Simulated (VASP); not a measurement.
# CdS in VASP: settings compared

CdS is run at these levels: PBE, PBEsol; tasks: single point.

Everything below comes from runs of VASP 6.6.1. Logs are shortened: lines on timing, memory, paths and dates and some standing lists are left out, and cuts for length are marked.

### 1 The cell of the first run

The structure is cubic, space group Fm-3m (No. 225). Conventional cell: a = 5.506 Å, b = 5.506 Å, c = 5.506 Å, α = 90.00°, β = 90.00°, γ = 90.00°. Cd (site symmetry m-3m) has 6 S at 2.75 Å within 3.6 Å. Within 3.6 Å of S (site symmetry m-3m) lie 6 Cd at 2.75 Å.

### 2 Single point, PBE

INCAR

```
SYSTEM = CdS
  PREC = Accurate
  ENCUT = 540
  EDIFF = 1E-6
  ISMEAR = 0
  SIGMA = 0.27211386245988
  LREAL = .False.
  LASPH = .True.
  NELM = 120
  ALGO = Normal
  ISIF = 2
  LWAVE = .False.
  LCHARG = .True.
  GGA = PE
  LELF = .True.
  LVHAR = .True.
  NBANDS = 20
  ISYM = 0
  GGA_COMPAT = .False.
```

KPOINTS

```
Automatic mesh
0
Gamma
  4 4 4
  0.5 0.5 0.5
```

POSCAR

```
CdS
1.0
    0.0000000000      2.7532440000      2.7532440000
    2.7532440000      0.0000000000      2.7532440000
    2.7532440000      2.7532440000      0.0000000000
Cd S
1 1
Direct
    0.0000000000      0.0000000000      0.0000000000
    0.5000000000      0.5000000000      0.5000000000
```

Potentials or basis: VASP PAW PBE potentials, release 64 (Cd_sv_GW, S).

Run with:

```
> cat potpaw_PBE.64/Cd_sv_GW/POTCAR potpaw_PBE.64/S/POTCAR > POTCAR
> mpirun -np 1 vasp_std > vasp.out
```

OUTCAR:

```text
SYSTEM = CdS
   PREC = Accurate
   ENCUT = 540
   EDIFF = 1E-6
   ISMEAR = 0
   LREAL = .False.
   LASPH = .True.
   NELM = 120
   ISIF = 2
   GGA = PE
   ISYM = 0

 ion  position               nearest neighbor table
   1  0.000  0.000  0.000-
   2  0.500  0.500  0.500-

IMPORTANT INFORMATION: All symmetrisations will be switched off!
NOSYMM: (Re-)initialisation of all symmetry stuff for point group C_1.

----------------------------------------------------------------------------------------

                                     Primitive cell

  volume of cell :      41.7411

  direct lattice vectors                    reciprocal lattice vectors
     0.000000000  2.753244000  2.753244000    -0.181603955  0.181603955  0.181603955
     2.753244000  0.000000000  2.753244000     0.181603955 -0.181603955  0.181603955
     2.753244000  2.753244000  0.000000000     0.181603955  0.181603955 -0.181603955

  length of vectors
     3.893675005  3.893675005  3.893675005     0.314547277  0.314547277  0.314547277

  position of ions in fractional coordinates (direct lattice)
     0.000000000  0.000000000  0.000000000
     0.500000000  0.500000000  0.500000000

  ion indices of the primitive-cell ions
   primitive index   ion index
                 1           1
                 2           2

----------------------------------------------------------------------------------------

 KPOINTS: Automatic mesh

Automatic generation of k-mesh.
 Grid dimensions read from file:
 generate k-points for:    4    4    4

 Generating k-lattice:

  Cartesian coordinates                     Fractional coordinates (reciprocal lattice)
    -0.045400989  0.045400989  0.045400989     0.250000000  0.000000000  0.000000000
     0.045400989 -0.045400989  0.045400989     0.000000000  0.250000000  0.000000000
     0.045400989  0.045400989 -0.045400989     0.000000000  0.000000000  0.250000000

  Length of vectors
     0.078636819  0.078636819  0.078636819

  Shift w.r.t. Gamma in fractional coordinates (k-lattice)
     0.500000000  0.500000000  0.500000000

 Subroutine IBZKPT returns following result:
 ===========================================

 Found    128 irreducible k-points:

 Following reciprocal coordinates:
            Coordinates               Weight
  0.125000  0.125000  0.125000      2.000000
  0.125000  0.000000  0.000000      2.000000
  0.000000  0.000000 -0.125000      2.000000
  0.000000  0.125000  0.000000      2.000000
  0.375000  0.125000  0.125000      2.000000
  0.125000  0.375000  0.125000      2.000000
[... 16 lines left out ...]
  0.000000  0.500000 -0.125000      2.000000
  0.500000  0.000000 -0.125000      2.000000
 [... further k-points ...]
   k-points           NKPTS =    128   k-points in BZ     NKDIM =    128   number of bands    NBANDS=     20
   number of dos      NEDOS =    301   number of ions     NIONS =      2
   total plane-waves  NPLWV =  27000
   dimension x,y,z NGX =    30 NGY =   30 NGZ =   30
   dimension x,y,z NGXF=    60 NGYF=   60 NGZF=   60
   ions per type =               1   1
   NGX,Y,Z   is equivalent  to a cutoff of  12.81, 12.81, 12.81 a.u.
   NGXF,Y,Z  is equivalent  to a cutoff of  25.62, 25.62, 25.62 a.u.
 SYSTEM =  CdS
   PREC   = accura    normal or accurate (medium, high low for compatibility)
   ISTART =      0    job   : 0-new  1-cont  2-samecut
   ICHARG =      2    charge: 1-file 2-atom 10-const
   ISPIN  =      1    spin polarized calculation?
   LNONCOLLINEAR =      F non collinear calculations
   LSORBIT =      F    spin-orbit coupling
   LASPH  =      T    aspherical Exc in radial PAW
   ENCUT  =  540.0 eV  39.69 Ry    6.30 a.u.   7.38  7.38  7.38*2*pi/ulx,y,z
   NELM   =    120;   NELMIN=  2; NELMDL= -5     # of ELM steps
   EDIFF  = 0.1E-05   stopping-criterion for ELM
   LREAL  =      F    real-space projection
   EDIFFG = 0.1E-04   stopping-criterion for IOM
   NSW    =      0    number of steps for IOM
   IBRION =     -1    ionic relax: 0-MD 1-quasi-New 2-CG
   NFREE  =      0    steps in history (QN), initial steepest desc. (CG)
   ISIF   =      2    stress and relaxation
   ISYM   =      0    0-nonsym 1-usesym 2-fastsym
   POTIM  = 0.5000    time-step for ionic-motion
   TEBEG  =    0.0;   TEEND  =   0.0 temperature during run
   PSTRESS=    0.0 pullay stress
   NELECT =      26.0000    total number of electrons
   NUPDOWN=      -1.0000    fix difference up-down
   EMIN   =  10.00;   EMAX   =-10.00  energy-range for DOS
   EFERMI =   0.00;   METHOD = LEGACY
   ISMEAR =     0;   SIGMA  =   0.27  broadening in eV -4-tet -1-fermi 0-gaus
   EFERMI_NEDOS =   21; number of points for ismear=-14 and -15
   IALGO  =     38    algorithm
   IMIX   =      4    mixing-type and parameters
     AMIX     =   0.40;   BMIX     =  1.00
     AMIX_MAG =   1.60;   BMIX_MAG =  1.00
  volume/ion in A,a.u.               =      20.87       140.84
  Fermi-wavevector in a.u.,A,eV,Ry     =   1.398120  2.642065 26.595862  1.954741
  Thomas-Fermi vector in A             =   2.521310
   LORBIT       =      0    0 simple, 1 ext, 2 COOP (PROOUT), +10 PAW based schemes
   GGA     = PE    functional components
   LHFCALC =     F    Hartree Fock is set to
   AEXX    =    0.0000 exact exchange contribution
   IVDW    =     0    specifies the selected vdW correction
   LEPSILON=     F    determine dielectric tensor
   LRPA    =     F    only Hartree local field effects (RPA)
 non-spin polarized calculation
 Gauss-broadening in eV      SIGMA  =   0.27
  energy-cutoff  :      540.00
  volume of cell :       41.74
 maximum number of plane-waves:      1209
 NGX is ok and might be reduce to    30
   NGX = 15   NGY = 15   NGZ = 15

 number of electron      25.9999986 magnetization

 Free energy of the ion-electron system (eV)
  ---------------------------------------------------
  ext. energy  EPLUGINS =         0.00000000
  ---------------------------------------------------
  free energy    TOTEN  =        -5.94687946 eV

  energy without entropy =       -5.94644257  energy(sigma->0) =       -5.94666102

 E-fermi :   5.1015     XC(G=0): -10.4375

 val. band max:        4.5379112707   @ k =   0.1250   0.0000  -0.2500
 cond. band min:       5.6591343430   @ k =   0.5000   0.0000   0.3750
 fundamental gap:      1.1212230723
 Fermi energy:         5.1014788583

 k-point     1 :       0.1250    0.1250    0.1250
  band No.  band energies     occupation
      1     -97.0201      2.00000
      2     -58.0905      2.00000
      3     -58.0905      2.00000
      4     -58.0902      2.00000
      5      -7.9746      2.00000
      6      -3.0624      2.00000
[... 12 lines left out ...]
     19      14.7936      0.00000
     20      15.5543      0.00000

 k-point     2 :       0.1250    0.0000    0.0000
  band No.  band energies     occupation
      1     -97.0201      2.00000
      2     -58.0905      2.00000
      3     -58.0905      2.00000
      4     -58.0902      2.00000
      5      -7.9746      2.00000
      6      -3.0624      2.00000
[... 12 lines left out ...]
     19      14.7936      0.00000
     20      15.5543      0.00000

 k-point     3 :       0.0000    0.0000   -0.1250
  band No.  band energies     occupation
      1     -97.0201      2.00000
      2     -58.0905      2.00000
      3     -58.0905      2.00000
      4     -58.0902      2.00000
      5      -7.9746      2.00000
      6      -3.0624      2.00000
[... 12 lines left out ...]
     19      14.7936      0.00000
     20      15.5543      0.00000

 k-point     4 :       0.0000    0.1250    0.0000
  band No.  band energies     occupation
      1     -97.0201      2.00000
      2     -58.0905      2.00000
      3     -58.0905      2.00000
      4     -58.0902      2.00000
      5      -7.9746      2.00000
      6      -3.0624      2.00000
[... 12 lines left out ...]
     19      14.7936      0.00000
     20      15.5543      0.00000

 k-point     5 :       0.3750    0.1250    0.1250
  band No.  band energies     occupation
      1     -97.0200      2.00000
      2     -58.0907      2.00000
      3     -58.0906      2.00000
      4     -58.0901      2.00000
      5      -7.4301      2.00000
      6      -3.2313      2.00000
[... 12 lines left out ...]
     19      16.5730      0.00000
     20      17.2267      0.00000

 k-point     6 :       0.1250    0.3750    0.1250
  band No.  band energies     occupation
      1     -97.0200      2.00000
      2     -58.0907      2.00000
      3     -58.0906      2.00000
      4     -58.0901      2.00000
      5      -7.4301      2.00000
      6      -3.2313      2.00000
[... 12 lines left out ...]
     19      16.5730      0.00000
     20      17.2267      0.00000

 k-point     7 :       0.1250    0.1250    0.3750
  band No.  band energies     occupation
      1     -97.0200      2.00000
      2     -58.0907      2.00000
      3     -58.0906      2.00000
      4     -58.0901      2.00000
      5      -7.4301      2.00000
      6      -3.2313      2.00000
[... 12 lines left out ...]
     19      16.5730      0.00000
     20      17.2267      0.00000
[... 277 lines left out ...]
 k-point    20 :       0.1250    0.0000    0.5000
  band No.  band energies     occupation
      1     -97.0200      2.00000
      2     -58.0912      2.00000
      3     -58.0904      2.00000
      4     -58.0903      2.00000
      5      -7.0579      2.00000
      6      -3.2519      2.00000
[... 12 lines left out ...]
     19      17.5532      0.00000
     20      18.1789      0.00000

 k-point    21 :      -0.3750    0.5000    0.5000
  band No.  band energies     occupation
      1     -97.0200      2.00000
      2     -58.0912      2.00000
      3     -58.0904      2.00000
      4     -58.0903      2.00000
      5      -7.0579      2.00000
      6      -3.2519      2.00000
[... 12 lines left out ...]
     19      17.5532      0.00000
     20      18.1789      0.00000

 k-point    22 :       0.1250    0.5000    0.0000
  band No.  band energies     occupation
      1     -97.0200      2.00000
      2     -58.0912      2.00000
      3     -58.0904      2.00000
      4     -58.0903      2.00000
      5      -7.0579      2.00000
      6      -3.2519      2.00000
[... 12 lines left out ...]
     19      17.5532      0.00000
     20      18.1789      0.00000

 k-point    23 :       0.0000    0.5000   -0.1250
  band No.  band energies     occupation
      1     -97.0200      2.00000
      2     -58.0912      2.00000
      3     -58.0904      2.00000
      4     -58.0903      2.00000
      5      -7.0579      2.00000
      6      -3.2519      2.00000
[... 12 lines left out ...]
     19      17.5532      0.00000
     20      18.1789      0.00000

 k-point    24 :       0.5000    0.0000   -0.1250
  band No.  band energies     occupation
      1     -97.0200      2.00000
      2     -58.0912      2.00000
      3     -58.0904      2.00000
      4     -58.0903      2.00000
      5      -7.0579      2.00000
      6      -3.2519      2.00000
[... 12 lines left out ...]
     19      17.5532      0.00000
     20      18.1789      0.00000

 [... further k-points ...]
[... 5 lines left out ...]
  --------------------------------------------------------------------------------------
  -------------------------------------------------------------------------------------
  Total       -0.4320735     -0.4320881     -0.4320928     -0.0000010      0.0000121      0.0000094
  in kB      -16.5845648    -16.5851273    -16.5853075     -0.0000399      0.0004640      0.0003624
  external PRESSURE =     -16.5849999 kB  Pullay stress =       0.0000000 kB

 VOLUME and BASIS-vectors are now :
 -----------------------------------------------------------------------------
  energy-cutoff  :      540.00
  volume of cell :       41.74
      direct lattice vectors                 reciprocal lattice vectors
     0.000000000  2.753244000  2.753244000    -0.181603955  0.181603955  0.181603955
     2.753244000  0.000000000  2.753244000     0.181603955 -0.181603955  0.181603955
     2.753244000  2.753244000  0.000000000     0.181603955  0.181603955 -0.181603955

 POSITION                                       TOTAL-FORCE (eV/Angst)
 -----------------------------------------------------------------------------------
      0.00000      0.00000      0.00000        -0.000001     -0.000011     -0.000005
      2.75324      2.75324      2.75324         0.000001      0.000011      0.000005
 -----------------------------------------------------------------------------------
    total drift:                                0.000000     -0.000024     -0.000012

  FREE ENERGIE OF THE ION-ELECTRON SYSTEM (eV)
  ---------------------------------------------------
  free  energy   TOTEN  =        -5.9468794586 eV

  energy  without entropy=       -5.9464425728  energy(sigma->0) =       -5.94666102
```

It took 1.8 min on 1 thread of Intel Xeon Platinum 8375C at 2.90GHz (Ice Lake), shared host; peak memory 0.27 GiB.

What came out:

| Quantity | Value |
| --- | --- |
| Free energy | -5.9469 eV |
| Pressure | -1.7 GPa |
| Band gap on the k mesh | 1.12 eV, indirect (least direct gap 2.60 eV) |

(Part 1 of 2 ends here.)
